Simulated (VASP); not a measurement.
A run of VASP 6.6.1:

File INCAR:

```
PREC = Accurate ; ENCUT = 520
EDIFF = 1E-6 ; ISMEAR = 0
SIGMA = 0.02 ; LREAL = Auto
LASPH = True ; NELM = 60
ALGO = Normal ; ISIF = 2
LWAVE = False ; LCHARG = False
GGA = PE ; NBANDS = 79
```

Contents of KPOINTS:

```
regular mesh
0
Gamma
  2 2 2
```

POSCAR

```
Zn7O8
1.0
   -3.2494000000     -5.6281260000      0.0000000000
    4.8741000000     -2.8140630000      0.0000000000
    0.0000000000      0.0000000000      5.2038000000
Zn O
7 8
Direct
    0.4974095701      0.3358834774     -0.0100096084
    0.4806067156      0.6793774156      0.4366924171
    0.2503821188      0.1643061605      0.5065146624
    0.0059950448      0.3334804987      0.0009969638
   -0.0005215958      0.6677542780      0.5116157423
    0.7504688045      0.8299391340     -0.0022479726
    0.7505401270      0.1696627251      0.5040535762
    0.4994616344      0.3334292762      0.3767475691
    0.5179331426      0.6571551576      0.8707342711
    0.2313020387      0.8438410875      0.3891894385
    0.2506152040      0.1906009405      0.8736073638
   -0.0001165575      0.3361989409      0.3814128137
   -0.0182418124      0.6537896339      0.8783875245
    0.7472775738      0.8358432835      0.3813503594
    0.7519132694      0.1642871459      0.8868667128
```

Potentials or basis: VASP PAW PBE potentials, release 64 (Zn, O).

Launch:

```sh
$ cat potpaw_PBE.64/Zn/POTCAR potpaw_PBE.64/O/POTCAR > POTCAR
$ mpirun -np 1 vasp_std > vasp.out
```

Hardware: 1 thread of Intel(R) Xeon(R) 6975P-C (Granite Rapids) (shared host).

Q: How long does it take, and how much memory?

A: Run time: 2.2 min on 1 thread of Intel(R) Xeon(R) 6975P-C (Granite Rapids) (shared host), peak memory 0.3 GiB. Counts: scf iterations 21, k points 8.
